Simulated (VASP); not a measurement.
Wanted: the native input for a VASP 6.6.1 run.

```yaml
Task: single point
Functional: r2SCAN
Potentials_or_basis: VASP PAW PBE potentials, release 64 (Li_sv)
Cutoff: 520 eV
k_mesh: 7 × 7 × 10
Occupations: fermi-dirac, width 0.2 eV
Spin: no spin polarisation
Dipole_correction: no
Further_INCAR_settings: ALGO = Normal; EDIFF = 1e-06; NBANDS = 12
```

Crystal: Li.

```
CELL_PARAMETERS angstrom
4.86497 0.00000 0.00000
-2.43249 4.21319 0.00000
0.00000 0.00000 2.83987
ATOMIC_POSITIONS crystal
Li 0.00000 0.00000 0.00000
Li 0.66667 0.33333 0.50000
Li 0.33333 0.66667 0.50000
```

This isn't the form of Li at room conditions, which is bcc.

One way to write it, as run:

POSCAR

```
Li
1.0
    4.8649718187      0.0000000000      0.0000000000
   -2.4324859143      4.2131891891      0.0000000000
    0.0000000000      0.0000000000      2.8398700985
Li
3
Direct
    0.0000000000      0.0000000000      0.0000000000
    0.6666666667      0.3333333333      0.5000000000
    0.3333333333      0.6666666667      0.5000000000
```

INCAR.step1

```
SYSTEM = Li
PREC = Accurate ; ENCUT = 520
ISMEAR = -1 ; SIGMA = 0.2
LREAL = .FALSE. ; LASPH = .TRUE.
NELM = 80 ; NBANDS = 12
GGA = PE ; ALGO = Normal
EDIFF = 1E-4 ; LWAVE = .TRUE.
LCHARG = .FALSE.
```

INCAR.step2

```
SYSTEM = Li
PREC = Accurate ; ENCUT = 520
EDIFF = 1E-6 ; ISMEAR = -1
SIGMA = 0.2 ; LREAL = .FALSE.
LASPH = .TRUE. ; NELM = 80
ALGO = Normal ; ISIF = 2
LWAVE = .FALSE. ; LCHARG = .TRUE.
METAGGA = R2SCAN ; LMIXTAU = .TRUE.
LELF = .TRUE. ; LVHAR = .TRUE.
NBANDS = 12 ; ISTART = 1
```

KPOINTS

```
regular mesh
0
G
  7 7 10
  0 0 0
```

Potentials or basis: VASP PAW PBE potentials, release 64 (Li_sv).

Launch:

```bash
$ cat potpaw_PBE.64/Li_sv/POTCAR > POTCAR
$ cp INCAR.step1 INCAR
$ mpirun -np 1 vasp_std > vasp.out
$ cp INCAR.step2 INCAR
$ mpirun -np 1 vasp_std > vasp.out
```

Results of the run:

- Band gap on the k mesh: zero (an odd number of electrons rules out a gap without spin polarisation)

Run time: 110 s on 1 thread of Intel Xeon 8259CL, on a shared host, peak memory 0.17 GiB.
